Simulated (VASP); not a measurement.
# ZnS (F-43m) in VASP: single point with HSE06

Aim: the single point of ZnS with HSE06.

All numbers are computed with VASP 6.6.1; they aren't measurements. Logs are shortened: lines on timing, memory, paths and dates and some standing lists are left out, and cuts for length are marked.

### 1 The cell of the first run

The structure is cubic, space group F-43m (No. 216). Conventional cell: a = 5.444 Å, b = 5.444 Å, c = 5.444 Å, α = 90.00°, β = 90.00°, γ = 90.00°. Zn (site symmetry -43m) has 4 S at 2.36 Å within 3.1 Å. S (site symmetry -43m) has 4 Zn at 2.36 Å within 3.1 Å.

### 2 Single point, HSE06

File POSCAR:

```
ZnS
1.0
    0.0000000000      2.7217879666      2.7217879666
    2.7217879666      0.0000000000      2.7217879666
    2.7217879666      2.7217879666      0.0000000000
Zn S
1 1
Direct
    0.0000000000      0.0000000000      0.0000000000
    0.7500000000      0.7500000000      0.7500000000
```

File INCAR.step1:

```
SYSTEM = ZnS
PREC     = Accurate       ! precision mode
ENCUT    = 520            ! plane-wave cutoff, eV
EDIFF    = 1E-5           ! SCF threshold, eV
ISMEAR   = 0              ! smearing method
SIGMA    = 0.01           ! smearing width, eV
LREAL    = .FALSE.        ! projectors in reciprocal space
LASPH    = .TRUE.         ! aspherical terms in the spheres
NELM     = 100            ! most SCF steps
ALGO     = Normal         ! electronic algorithm
ISIF     = 2              ! what is computed and relaxed
LWAVE    = .TRUE.         ! write WAVECAR
NBANDS   = 16             ! bands
GGA      = PE             ! functional
```

File INCAR.step2:

```
SYSTEM = ZnS
PREC     = Accurate       ! precision mode
ENCUT    = 520            ! plane-wave cutoff, eV
EDIFF    = 1E-6           ! SCF threshold, eV
ISMEAR   = 0              ! smearing method
SIGMA    = 0.01           ! smearing width, eV
LREAL    = .FALSE.        ! projectors in reciprocal space
LASPH    = .TRUE.         ! aspherical terms in the spheres
NELM     = 100            ! most SCF steps
ALGO     = Normal         ! electronic algorithm
ISIF     = 2              ! what is computed and relaxed
LWAVE    = .FALSE.        ! write WAVECAR
LCHARG   = .TRUE.         ! write CHGCAR
GGA      = PE             ! functional
LHFCALC  = .TRUE.         ! exact exchange
HFSCREEN = 0.2079         ! screening, 1/A
PRECFOCK = Normal       
LELF     = .TRUE.         ! ELF
LVHAR    = .TRUE.       
NBANDS   = 16             ! bands
ISTART   = 1
```

File KPOINTS:

```
Automatic mesh
0
G
  6 6 6
  0 0 0
```

Potentials or basis: VASP PAW PBE potentials, release 64 (Zn, S).

Command:

```console
$ cat potpaw_PBE.64/Zn/POTCAR potpaw_PBE.64/S/POTCAR > POTCAR
$ cp INCAR.step1 INCAR
$ mpirun -np 1 vasp_std > vasp.out
$ cp INCAR.step2 INCAR
$ mpirun -np 1 vasp_std > vasp.out
```

OUTCAR:

```text
SYSTEM = ZnS
   PREC = Accurate
   ENCUT = 520
   EDIFF = 1E-6
   ISMEAR = 0
   LREAL = .FALSE.
   LASPH = .TRUE.
   NELM = 100
   ISIF = 2
   GGA = PE
   LHFCALC = .TRUE.
   HFSCREEN = 0.2079
   PRECFOCK = Normal
   ISTART = 1

 ion  position               nearest neighbor table
   1  0.000  0.000  0.000-   2 2.36   2 2.36   2 2.36   2 2.36
   2  0.750  0.750  0.750-   1 2.36   1 2.36   1 2.36   1 2.36

  LATTYP: Found a face centered cubic cell.
 ALAT       =     5.4435759332

  Lattice vectors:

 A1 = (   0.0000000000,   2.7217879666,   2.7217879666)
 A2 = (   2.7217879666,   0.0000000000,   2.7217879666)
 A3 = (   2.7217879666,   2.7217879666,   0.0000000000)

Analysis of symmetry for initial positions (statically):
=====================================================================
 Subroutine PRICEL returns:
 Original cell was already a primitive cell.

 Routine SETGRP: Setting up the symmetry group for a
 face centered cubic supercell.

 Subroutine GETGRP returns: Found 24 space group operations
 (whereof 24 operations were pure point group operations)
 out of a pool of 48 trial point group operations.

The static configuration has the point symmetry T_d .

Analysis of symmetry for dynamics (positions and initial velocities):
=====================================================================
 Subroutine PRICEL returns:
 Original cell was already a primitive cell.

 Routine SETGRP: Setting up the symmetry group for a
 face centered cubic supercell.

 Subroutine GETGRP returns: Found 24 space group operations
 (whereof 24 operations were pure point group operations)
 out of a pool of 48 trial point group operations.

The dynamic configuration has the point symmetry T_d .

 Subroutine INISYM returns: Found 24 space group operations
 (whereof 24 operations are pure point group operations),
 and found     1 'primitive' translations

----------------------------------------------------------------------------------------

                                     Primitive cell

  volume of cell :      40.3267

  direct lattice vectors                    reciprocal lattice vectors
     0.000000000  2.721787967  2.721787967    -0.183702774  0.183702774  0.183702774
     2.721787967  0.000000000  2.721787967     0.183702774 -0.183702774  0.183702774
     2.721787967  2.721787967  0.000000000     0.183702774  0.183702774 -0.183702774

  length of vectors
[... 81 lines left out ...]
   POTIM  = 0.5000    time-step for ionic-motion
   TEBEG  =    0.0;   TEEND  =   0.0 temperature during run
   PSTRESS=    0.0 pullay stress
   NELECT =      18.0000    total number of electrons
   NUPDOWN=      -1.0000    fix difference up-down
   EMIN   =  10.00;   EMAX   =-10.00  energy-range for DOS
   EFERMI =   0.00;   METHOD = LEGACY
   ISMEAR =     0;   SIGMA  =   0.01  broadening in eV -4-tet -1-fermi 0-gaus
   EFERMI_NEDOS =   21; number of points for ismear=-14 and -15
   IALGO  =     38    algorithm
   IMIX   =      1    mixing-type and parameters
     AMIX     =   0.40;   BMIX     =  1.00
     AMIX_MAG =   1.60;   BMIX_MAG =  1.00
  volume/ion in A,a.u.               =      20.16       136.07
  Fermi-wavevector in a.u.,A,eV,Ry     =   1.251127  2.364287 21.297453  1.565319
  Thomas-Fermi vector in A             =   2.385089
   LORBIT       =      0    0 simple, 1 ext, 2 COOP (PROOUT), +10 PAW based schemes
   GGA     = PE    functional components
   LHFCALC =     T    Hartree Fock is set to
   PRECFOCK=normal    Normal, Fast or Accurate (Low or Medium for compatibility)
   ENCUT4O =  -1.0   cutoff for four orbital integrals eV
   NKREDX  =     1    reduce k-point grid by
   NKREDY  =     1    reduce k-point grid by
   NKREDZ  =     1    reduce k-point grid by
   AEXX    =    0.2500 exact exchange contribution
   HFSCREEN=    0.2079 screening length (either q_TF or 0.3 A-1)
   HFSCREENC=   0.2079 screening length for correlation (either q_TF or 0.3 A-1)
   ENCUTFOCK=  -1.0 apply spherical cutoff to Coloumb kernel
   IVDW    =     0    specifies the selected vdW correction
   LEPSILON=     F    determine dielectric tensor
   LRPA    =     F    only Hartree local field effects (RPA)
 non-spin polarized calculation
 Gauss-broadening in eV      SIGMA  =   0.01
  energy-cutoff  :      520.00
  volume of cell :       40.33
 maximum number of plane-waves:      1106
 NGX is ok and might be reduce to    30
  NGX = 24; NGY = 24; NGZ = 24

 number of electron      18.0000008 magnetization

 Free energy of the ion-electron system (eV)
  ---------------------------------------------------
  ext. energy  EPLUGINS =         0.00000000
  ---------------------------------------------------
  free energy    TOTEN  =        -8.37297872 eV

  energy without entropy =       -8.37297872  energy(sigma->0) =       -8.37297872

 E-fermi :   1.3286     XC(G=0):  -7.8916

 val. band max:        1.1868243400   @ k =   0.0000   0.0000   0.0000
 cond. band min:       4.4074310505   @ k =   0.0000   0.0000   0.0000
 fundamental gap:      3.2206067105
 Fermi energy:         1.3286419757

 k-point     1 :       0.0000    0.0000    0.0000
  band No.  band energies     occupation
      1     -12.9789      2.00000
      2      -6.5901      2.00000
      3      -6.5901      2.00000
      4      -6.5901      2.00000
      5      -6.1695      2.00000
      6      -6.1695      2.00000
[... 281 lines left out ...]
      3      -6.3511      2.00000
      4      -6.2530      2.00000
      5      -6.1458      2.00000
      6      -5.7872      2.00000
[... 8 lines left out ...]
     15      16.6947      0.00000
     16      17.4542      0.00000

------------------------ aborting loop because EDIFF is reached ----------------------------------------

  FORCE on cell =-STRESS in cart. coord.  units (eV):
  Direction    XX          YY          ZZ          XY          YZ          ZX
  --------------------------------------------------------------------------------------
  -------------------------------------------------------------------------------------
  Total       -0.1890117     -0.1890117     -0.1890117      0.0000000     -0.0000000      0.0000000
  in kB       -7.5094203     -7.5094203     -7.5094203      0.0000000     -0.0000000      0.0000000
  external PRESSURE =      -7.5094203 kB  Pullay stress =       0.0000000 kB

 VOLUME and BASIS-vectors are now :
 -----------------------------------------------------------------------------
  energy-cutoff  :      520.00
  volume of cell :       40.33
      direct lattice vectors                 reciprocal lattice vectors
     0.000000000  2.721787967  2.721787967    -0.183702774  0.183702774  0.183702774
     2.721787967  0.000000000  2.721787967     0.183702774 -0.183702774  0.183702774
     2.721787967  2.721787967  0.000000000     0.183702774  0.183702774 -0.183702774

 POSITION                                       TOTAL-FORCE (eV/Angst)
 -----------------------------------------------------------------------------------
      0.00000      0.00000      0.00000         0.000000      0.000000     -0.000000
      4.08268      4.08268      4.08268        -0.000000     -0.000000      0.000000
 -----------------------------------------------------------------------------------
    total drift:                               -0.000137     -0.000095     -0.000068

  FREE ENERGIE OF THE ION-ELECTRON SYSTEM (eV)
  ---------------------------------------------------
  free  energy   TOTEN  =        -8.3729787240 eV

  energy  without entropy=       -8.3729787240  energy(sigma->0) =       -8.37297872
```

OUTCAR.step1:

```text
SYSTEM = ZnS
   PREC = Accurate
   ENCUT = 520
   EDIFF = 1E-5
   ISMEAR = 0
   LREAL = .FALSE.
   LASPH = .TRUE.
[... 515 lines left out ...]
      0.00000      0.00000      0.00000        -0.000000     -0.000000     -0.000000
      4.08268      4.08268      4.08268         0.000000      0.000000      0.000000
 -----------------------------------------------------------------------------------
    total drift:                                0.000000      0.000000      0.000000

  FREE ENERGIE OF THE ION-ELECTRON SYSTEM (eV)
  ---------------------------------------------------
  free  energy   TOTEN  =        -6.8495589066 eV

  energy  without entropy=       -6.8495589066  energy(sigma->0) =       -6.84955891
```

OSZICAR.step1:

```text
N       E                     dE             d eps       ncg     rms          rms(c)
DAV:   1     0.900708151964E+02    0.90071E+02   -0.91432E+03   512   0.137E+03
DAV:   2    -0.122767901500E+01   -0.91298E+02   -0.84694E+02   592   0.264E+02
DAV:   3    -0.721138784800E+01   -0.59837E+01   -0.59621E+01   672   0.646E+01
DAV:   4    -0.727707130615E+01   -0.65683E-01   -0.65673E-01   600   0.718E+00
DAV:   5    -0.727792970681E+01   -0.85840E-03   -0.85838E-03   672   0.754E-01    0.660E+00
DAV:   6    -0.686955819074E+01    0.40837E+00   -0.73638E-01   760   0.295E+01    0.518E+00
DAV:   7    -0.684980177224E+01    0.19756E-01   -0.24272E-01   584   0.438E+00    0.264E+00
DAV:   8    -0.684911619325E+01    0.68558E-03   -0.49592E-03   656   0.798E-01    0.688E-01
DAV:   9    -0.684939036982E+01   -0.27418E-03   -0.12274E-03   616   0.282E-01    0.102E-01
DAV:  10    -0.684956743553E+01   -0.17707E-03   -0.23374E-04   608   0.145E-01    0.547E-02
DAV:  11    -0.684955890663E+01    0.85289E-05   -0.37756E-05   608   0.915E-02
   1 F= -.68495589E+01 E0= -.68495589E+01  d E =-.559508E-85
```

Run time: 78 min. Hardware: 1 thread of Intel Xeon 8259CL, shared host; peak memory 0.3 GiB.

Results:

```
Free energy            : -8.3730 eV
Pressure               : -0.8 GPa
Band gap on the k mesh : 3.22 eV
```

Caveat: the PAW data sets were made with another functional, which shifts forces and pressure a little.
